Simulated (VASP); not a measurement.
# Li3Au in VASP: single point with PBE

Aim: the single point of Li3Au with PBE.

All numbers are computed with VASP 6.6.1; they aren't measurements. Logs are shortened: lines on timing, memory, paths and dates and some standing lists are left out, and cuts for length are marked.

## (1) The cell of the first run

The cell holds a sheet with vacuum, 4 atoms: a = 3.927 Å, b = 3.927 Å, c = 28.554 Å, α = 90.00°, β = 90.00°, γ = 90.00°.

## (2) Single point, PBE

INCAR reads:

```
SYSTEM = Li3Au
ALGO = Normal
DIPOL = 0.5 0.5 0.280
EDIFF = 1E-6
ENCUT = 520
GGA = PE
IDIPOL = 3
ISIF = 2
ISMEAR = 0
LASPH = .TRUE.
LCHARG = .TRUE.
LDIPOL = .TRUE.
LELF = .TRUE.
LREAL = .FALSE.
LVACPOTAV = .TRUE.
LVHAR = .TRUE.
LWAVE = .FALSE.
NBANDS = 18
NELM = 60
PREC = Accurate
SIGMA = 0.1
```

KPOINTS reads:

```
k-points
0
G
  12 12 1
  0 0 0
```

POSCAR reads:

```
Li3Au
1.0
    3.9272699917      0.0000000000      0.0000000000
    0.0000000000      3.9272699917      0.0000000000
    0.0000000000      0.0000000000     28.5539159888
Li Au
3 1
Direct
    0.0000000000      0.5000000000      0.3146135144
    0.5000000000      0.0000000000      0.3146135144
    0.5000000000      0.5000000000      0.2358038863
    0.0000000000      0.0000000000      0.2556559990
```

Potentials or basis: VASP PAW PBE potentials, release 64 (Li_sv, Au).

On the command line:

```bash
cat potpaw_PBE.64/Li_sv/POTCAR potpaw_PBE.64/Au/POTCAR > POTCAR
mpirun -np 1 vasp_std > vasp.out
```

OUTCAR:

```text
SYSTEM = Li3Au
   EDIFF = 1E-6
   ENCUT = 520
   GGA = PE
   ISIF = 2
   ISMEAR = 0
   LASPH = .TRUE.
   LREAL = .FALSE.
   NELM = 60
   PREC = Accurate

 ion  position               nearest neighbor table
   1  0.000  0.500  0.315-   4 2.59   4 2.59
   2  0.500  0.000  0.315-   4 2.59   4 2.59
   3  0.500  0.500  0.236-   4 2.83   4 2.83   4 2.83   4 2.83
   4  0.000  0.000  0.256-   1 2.59   2 2.59   1 2.59   2 2.59   3 2.83   3 2.83   3 2.83   3 2.83

  LATTYP: Found a simple tetragonal cell.
 ALAT       =     3.9272699917
 C/A-ratio  =     7.2706781172

  Lattice vectors:

 A1 = (   3.9272699917,   0.0000000000,   0.0000000000)
 A2 = (   0.0000000000,   3.9272699917,   0.0000000000)
 A3 = (   0.0000000000,   0.0000000000,  28.5539159888)

Analysis of symmetry for initial positions (statically):
=====================================================================
 Subroutine PRICEL returns:
 Original cell was already a primitive cell.

 Routine SETGRP: Setting up the symmetry group for a
 simple tetragonal supercell.

 Subroutine GETGRP returns: Found  8 space group operations
 (whereof  8 operations were pure point group operations)
 out of a pool of 16 trial point group operations.

The static configuration has the point symmetry C_4v.

Analysis of symmetry for dynamics (positions and initial velocities):
=====================================================================
 Subroutine PRICEL returns:
 Original cell was already a primitive cell.

 Routine SETGRP: Setting up the symmetry group for a
 simple tetragonal supercell.

 Subroutine GETGRP returns: Found  8 space group operations
 (whereof  8 operations were pure point group operations)
 out of a pool of 16 trial point group operations.

The dynamic configuration has the point symmetry C_4v.

 Subroutine INISYM returns: Found  8 space group operations
 (whereof  8 operations are pure point group operations),
 and found     1 'primitive' translations

----------------------------------------------------------------------------------------

                                     Primitive cell

  volume of cell :     440.3999

  direct lattice vectors                    reciprocal lattice vectors
     3.927269992  0.000000000  0.000000000     0.254629807  0.000000000  0.000000000
     0.000000000  3.927269992  0.000000000     0.000000000  0.254629807  0.000000000
     0.000000000  0.000000000 28.553915989     0.000000000  0.000000000  0.035021466

  length of vectors
     3.927269992  3.927269992 28.553915989     0.254629807  0.254629807  0.035021466

  position of ions in fractional coordinates (direct lattice)
     0.000000000  0.500000000  0.314613514
     0.500000000  0.000000000  0.314613514
     0.500000000  0.500000000  0.235803886
     0.000000000  0.000000000  0.255655999

  ion indices of the primitive-cell ions
   primitive index   ion index
                 1           1
                 2           2
                 3           3
                 4           4

----------------------------------------------------------------------------------------

 KPOINTS: k-points

Automatic generation of k-mesh.
 Grid dimensions read from file:
 generate k-points for:   12   12    1

 Generating k-lattice:

  Cartesian coordinates                     Fractional coordinates (reciprocal lattice)
     0.021219151  0.000000000  0.000000000     0.083333333  0.000000000  0.000000000
     0.000000000  0.021219151  0.000000000     0.000000000  0.083333333  0.000000000
     0.000000000  0.000000000  0.035021466     0.000000000  0.000000000  1.000000000

  Length of vectors
     0.021219151  0.021219151  0.035021466

  Shift w.r.t. Gamma in fractional coordinates (k-lattice)
     0.000000000  0.000000000  0.000000000

 Subroutine IBZKPT returns following result:
 ===========================================

 Found     28 irreducible k-points:

 Following reciprocal coordinates:
            Coordinates               Weight
  0.000000  0.000000  0.000000      1.000000
  0.083333  0.000000  0.000000      4.000000
  0.166667  0.000000  0.000000      4.000000
  0.250000  0.000000  0.000000      4.000000
  0.333333  0.000000  0.000000      4.000000
  0.416667  0.000000  0.000000      4.000000
[... 16 lines left out ...]
  0.333333  0.333333  0.000000      4.000000
  0.416667  0.333333  0.000000      8.000000
 [... further k-points ...]
   k-points           NKPTS =     28   k-points in BZ     NKDIM =     28   number of bands    NBANDS=     18
   number of dos      NEDOS =    301   number of ions     NIONS =      4
   total plane-waves  NPLWV = 194400
   dimension x,y,z NGX =    30 NGY =   30 NGZ =  216
   dimension x,y,z NGXF=    60 NGYF=   60 NGZF=  432
   ions per type =               3   1
   NGX,Y,Z   is equivalent  to a cutoff of  12.70, 12.70, 12.58 a.u.
   NGXF,Y,Z  is equivalent  to a cutoff of  25.40, 25.40, 25.15 a.u.
 SYSTEM =  Li3Au
   PREC   = accura    normal or accurate (medium, high low for compatibility)
   ISTART =      0    job   : 0-new  1-cont  2-samecut
   ICHARG =      2    charge: 1-file 2-atom 10-const
   ISPIN  =      1    spin polarized calculation?
   LNONCOLLINEAR =      F non collinear calculations
   LSORBIT =      F    spin-orbit coupling
   LASPH  =      T    aspherical Exc in radial PAW
   ENCUT  =  520.0 eV  38.22 Ry    6.18 a.u.   7.30  7.30 53.09*2*pi/ulx,y,z
   NELM   =     60;   NELMIN=  2; NELMDL= -5     # of ELM steps
   EDIFF  = 0.1E-05   stopping-criterion for ELM
   LREAL  =      F    real-space projection
   EDIFFG = 0.1E-04   stopping-criterion for IOM
   NSW    =      0    number of steps for IOM
   IBRION =     -1    ionic relax: 0-MD 1-quasi-New 2-CG
   NFREE  =      0    steps in history (QN), initial steepest desc. (CG)
   ISIF   =      2    stress and relaxation
   ISYM   =      2    0-nonsym 1-usesym 2-fastsym
   POTIM  = 0.5000    time-step for ionic-motion
   TEBEG  =    0.0;   TEEND  =   0.0 temperature during run
   PSTRESS=    0.0 pullay stress
   NELECT =      20.0000    total number of electrons
   NUPDOWN=      -1.0000    fix difference up-down
   EMIN   =  10.00;   EMAX   =-10.00  energy-range for DOS
   EFERMI =   0.00;   METHOD = LEGACY
   ISMEAR =     0;   SIGMA  =   0.10  broadening in eV -4-tet -1-fermi 0-gaus
   EFERMI_NEDOS =   21; number of points for ismear=-14 and -15
   IALGO  =     38    algorithm
   IMIX   =      4    mixing-type and parameters
     AMIX     =   0.40;   BMIX     =  1.00
     AMIX_MAG =   1.60;   BMIX_MAG =  1.00
  volume/ion in A,a.u.               =     110.10       742.99
  Fermi-wavevector in a.u.,A,eV,Ry     =   0.584076  1.103743  4.641551  0.341144
  Thomas-Fermi vector in A             =   1.629628
   LORBIT       =      0    0 simple, 1 ext, 2 COOP (PROOUT), +10 PAW based schemes
   GGA     = PE    functional components
   LHFCALC =     F    Hartree Fock is set to
   AEXX    =    0.0000 exact exchange contribution
   IVDW    =     0    specifies the selected vdW correction
   LEPSILON=     F    determine dielectric tensor
   LRPA    =     F    only Hartree local field effects (RPA)
 non-spin polarized calculation
 Gauss-broadening in eV      SIGMA  =   0.10
  energy-cutoff  :      520.00
  volume of cell :      440.40
 maximum number of plane-waves:     11923
 NGX is ok and might be reduce to    30
   NGX = 15   NGY = 15   NGZ =107

 dipolmoment           0.000000      0.000000     -0.002438 electrons x Angstroem

 number of electron      19.9999973 magnetization

 dipolmoment           0.000000      0.000000      0.023824 electrons x Angstroem

 Free energy of the ion-electron system (eV)
  ---------------------------------------------------
  ext. energy  EPLUGINS =         0.00000000
  ---------------------------------------------------
  free energy    TOTEN  =        -9.30602593 eV

  energy without entropy =       -9.29591679  energy(sigma->0) =       -9.30097136

 E-fermi :  -2.2528     XC(G=0):  -1.9332

 val. band max:       -2.2681193562   @ k =   0.3333   0.0833   0.0000
 cond. band min:      -2.2482310642   @ k =   0.4167   0.4167   0.0000
 fundamental gap:      0.0198882920
 Fermi energy:        -2.2527988732

 k-point     1 :       0.0000    0.0000    0.0000
  band No.  band energies     occupation
      1     -48.9810      2.00000
      2     -48.9173      2.00000
      3     -48.8825      2.00000
      4      -7.7144      2.00000
      5      -6.7912      2.00000
      6      -6.4371      2.00000
[... 10 lines left out ...]
     17       1.5975      0.00000
     18       2.4091      0.00000

 k-point     2 :       0.0833    0.0000    0.0000
  band No.  band energies     occupation
      1     -48.9810      2.00000
      2     -48.9167      2.00000
      3     -48.8831      2.00000
      4      -7.6558      2.00000
      5      -6.7708      2.00000
      6      -6.4360      2.00000
[... 10 lines left out ...]
     17       1.6702      0.00000
     18       2.4758      0.00000

 k-point     3 :       0.1667    0.0000    0.0000
  band No.  band energies     occupation
      1     -48.9808      2.00000
      2     -48.9149      2.00000
      3     -48.8848      2.00000
      4      -7.4967      2.00000
      5      -6.6990      2.00000
      6      -6.4537      2.00000
[... 10 lines left out ...]
     17       1.8672      0.00000
     18       2.4757      0.00000

 k-point     4 :       0.2500    0.0000    0.0000
  band No.  band energies     occupation
      1     -48.9807      2.00000
      2     -48.9121      2.00000
      3     -48.8876      2.00000
      4      -7.2988      2.00000
      5      -6.5780      2.00000
      6      -6.4675      2.00000
[... 10 lines left out ...]
     17       1.9883      0.00000
     18       2.2076      0.00000

 k-point     5 :       0.3333    0.0000    0.0000
  band No.  band energies     occupation
      1     -48.9805      2.00000
      2     -48.9085      2.00000
      3     -48.8911      2.00000
      4      -7.1495      2.00000
      5      -6.6072      2.00000
      6      -6.4077      2.00000
[... 10 lines left out ...]
     17       2.4329      0.00000
     18       2.6245      0.00000

 k-point     6 :       0.4167    0.0000    0.0000
  band No.  band energies     occupation
      1     -48.9804      2.00000
      2     -48.9043      2.00000
      3     -48.8953      2.00000
      4      -7.0732      2.00000
      5      -6.6529      2.00000
      6      -6.4558      2.00000
[... 10 lines left out ...]
     17       2.7640      0.00000
     18       3.0499      0.00000

 k-point     7 :       0.5000    0.0000    0.0000
  band No.  band energies     occupation
      1     -48.9803      2.00000
      2     -48.8999      2.00000
      3     -48.8997      2.00000
      4      -7.0504      2.00000
      5      -6.6706      2.00000
      6      -6.4750      2.00000
[... 10 lines left out ...]
     17       3.2322      0.00000
     18       3.4442      0.00000

 k-point     8 :       0.0833    0.0833    0.0000
  band No.  band energies     occupation
      1     -48.9809      2.00000
      2     -48.9161      2.00000
      3     -48.8837      2.00000
      4      -7.5948      2.00000
      5      -6.7519      2.00000
      6      -6.4355      2.00000
[... 10 lines left out ...]
     17       1.7390      0.00000
     18       2.5397      0.00000
[... 229 lines left out ...]
     17       2.5219      0.00000
     18       2.5921      0.00000

 k-point    20 :       0.3333    0.2500    0.0000
  band No.  band energies     occupation
      1     -48.9803      2.00000
      2     -48.9059      2.00000
      3     -48.8936      2.00000
      4      -6.6882      2.00000
      5      -6.5107      2.00000
      6      -6.4746      2.00000
[... 10 lines left out ...]
     17       2.6841      0.00000
     18       3.0014      0.00000

 k-point    21 :       0.4167    0.2500    0.0000
  band No.  band energies     occupation
      1     -48.9802      2.00000
      2     -48.9029      2.00000
      3     -48.8965      2.00000
      4      -6.7183      2.00000
      5      -6.5460      2.00000
      6      -6.4712      2.00000
[... 10 lines left out ...]
     17       3.2134      0.00000
     18       3.3201      0.00000

 k-point    22 :       0.5000    0.2500    0.0000
  band No.  band energies     occupation
      1     -48.9801      2.00000
      2     -48.8997      2.00000
      3     -48.8996      2.00000
      4      -6.7328      2.00000
      5      -6.5588      2.00000
      6      -6.4694      2.00000
[... 10 lines left out ...]
     17       3.4802      0.00000
     18       3.9682      0.00000

 k-point    23 :       0.3333    0.3333    0.0000
  band No.  band energies     occupation
      1     -48.9801      2.00000
      2     -48.9040      2.00000
      3     -48.8953      2.00000
      4      -6.7332      2.00000
      5      -6.5141      2.00000
      6      -6.5021      2.00000
[... 10 lines left out ...]
     17       3.1469      0.00000
     18       3.2891      0.00000

 k-point    24 :       0.4167    0.3333    0.0000
  band No.  band energies     occupation
      1     -48.9801      2.00000
      2     -48.9019      2.00000
      3     -48.8974      2.00000
      4      -6.7805      2.00000
      5      -6.5430      2.00000
      6      -6.4997      2.00000
[... 10 lines left out ...]
     17       3.4668      0.00000
     18       3.7329      0.00000

 [... further k-points ...]
[... 5 lines left out ...]
  --------------------------------------------------------------------------------------
  -------------------------------------------------------------------------------------
  Total       -0.0521110     -0.0521110     -0.0600575      0.0000000      0.0000000      0.0000000
  in kB       -0.1895803     -0.1895803     -0.2184896      0.0000000      0.0000000      0.0000000
  external PRESSURE =      -0.1992167 kB  Pullay stress =       0.0000000 kB

 VOLUME and BASIS-vectors are now :
 -----------------------------------------------------------------------------
  energy-cutoff  :      520.00
  volume of cell :      440.40
      direct lattice vectors                 reciprocal lattice vectors
     3.927269992  0.000000000  0.000000000     0.254629807  0.000000000  0.000000000
     0.000000000  3.927269992  0.000000000     0.000000000  0.254629807  0.000000000
     0.000000000  0.000000000 28.553915989     0.000000000  0.000000000  0.035021466

 POSITION                                       TOTAL-FORCE (eV/Angst)
 -----------------------------------------------------------------------------------
      0.00000      1.96363      8.98345         0.000000      0.000000     -0.000114
      1.96363      0.00000      8.98345         0.000000      0.000000     -0.000114
      1.96363      1.96363      6.73312         0.000000     -0.000000      0.000013
      0.00000      0.00000      7.29998         0.000000      0.000000      0.000215
 -----------------------------------------------------------------------------------
    total drift:                                0.000000      0.000000     -0.000388

  FREE ENERGIE OF THE ION-ELECTRON SYSTEM (eV)
  ---------------------------------------------------
  free  energy   TOTEN  =        -9.3060259299 eV

  energy  without entropy=       -9.2959167902  energy(sigma->0) =       -9.30097136

 vacuum level on the upper side and lower side of the slab         1.225         0.945
```

It took 6.9 min on 1 thread of Intel Xeon 6975P-C, shared host; peak memory 0.59 GiB.

What came out:

```yaml
Free_energy: -9.3060 eV
Band_gap_on_the_k_mesh: zero (band 10 reaches -2.04 eV, above the bottom of band 11 at -2.31 eV)
```

Levels at points of the mesh, in eV from the Fermi level:
```csv
k point,band 7,band 8,band 9,band 10,band 11,band 12,band 13,band 14
"(0.00, 0.00, 0.00)",-4.13,-4.13,-3.91,-1.24,0.72,2.93,2.96,2.96
"(0.50, 0.00, 0.00)",-4.14,-4.08,-3.23,-1.47,0.55,1.28,3.12,3.46
"(0.50, 0.50, 0.00)",-4.15,-3.65,-2.26,-0.02,-0.02,0.58,1.89,3.97
```

Caveat: the cutoff is under 1.25 times the usual one of these potentials, so pressure, stress and relaxed cells hold a basis-set (Pulay) error; spin-orbit coupling is left out, which moves the levels of the heavy elements.
